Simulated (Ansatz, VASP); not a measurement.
Two plane-wave programs on FeCo3

```
Fe Co
1.0
     3.40525    0.00000    0.00000
     0.00000    3.40525    0.00000
     0.00000    0.00000    3.40525
Fe Co
1 3
Direct
  0.00000 0.00000 0.00000
  0.50000 0.50000 0.00000
  0.50000 0.00000 0.50000
  0.00000 0.50000 0.50000
```

Alike in both runs: functional PBEsol; k mesh 12 × 12 × 12; occupations gaussian, width 0.1 eV; no spin polarisation.

Ansatz relaxed the structure, and its values are those at the end. VASP's run is a single point on that final structure, the one shown.

|  | VASP | Ansatz |
| --- | --- | --- |
| version | VASP 6.6.1 | Ansatz 0.2.0 |
| potentials or method | VASP PAW PBE potentials, release 64 (Fe, Co), cutoff 520 eV | scalar-relativistic, plane waves, PAW |
| valence electrons in the cell | 35 | 67 |

Ansatz gave:

| Property | Result |
| --- | --- |
| gap on the k mesh at the Fermi level (eV) | none |
| pressure (GPa) | 0.0 |

Which values does VASP return?

gap on the k mesh at the Fermi level (eV): none; pressure (GPa): -0.9.

VASP's potentials were made for PBE, not for PBEsol. A gap of «none» marks a metal or a gap that the smearing closes. The functional is the same, so the differences come from potentials, cutoffs and numerics. VASP's potentials hold 35 valence electrons a cell and Ansatz's 67, so a difference there can come from the potentials and not from the codes.
